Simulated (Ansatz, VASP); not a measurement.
**One calculation of HfSi2B2, two programs**

```
CELL_PARAMETERS angstrom
-1.83267 1.83267 4.62171
1.83267 -1.83267 4.62171
1.83267 1.83267 -4.62171
ATOMIC_POSITIONS crystal
Hf 0.00000 0.00000 0.00000
Si 0.75000 0.25000 0.50000
Si 0.25000 0.75000 0.50000
B 0.37800 0.37800 0.00000
B 0.62200 0.62200 0.00000
```

Change from the starting cell: species swapped into the PrSi2Ag2 type (I4/mmm, No. 139).

Alike in both runs: task relaxation of cell and atoms; functional PBE; k mesh 6 × 6 × 6; occupations gaussian, width 0.1 eV; no spin polarisation.

```csv
,VASP,Ansatz
version,VASP 6.6.1,Ansatz 0.2.0
potentials or method,"VASP PAW PBE potentials, release 64 (Hf_pv, Si, B), cutoff 600 eV","scalar-relativistic, plane waves, PAW"
valence electrons in the cell,24,40
```

Ansatz gave:

* gap on the k mesh at the Fermi level, each at its own relaxed structure (eV): none
* relaxed volume (Å³/atom): 11.25
* relaxed length of the cell vector where the two differ most in proportion (Å): 5.239

Task: Estimate VASP's values.

Result: gap on the k mesh at the Fermi level, each at its own relaxed structure (eV): none; relaxed volume (Å³/atom): 11.23; relaxed length of the cell vector where the two differ most in proportion (Å): 5.240.

A gap of «none» marks a metal or a gap that the smearing closes. VASP's potentials hold 24 valence electrons a cell and Ansatz's 40, so a difference there can come from the potentials and not from the codes.

The k mesh is coarse, so the values compare programs but aren't converged. Neither program's run includes spin-orbit coupling.
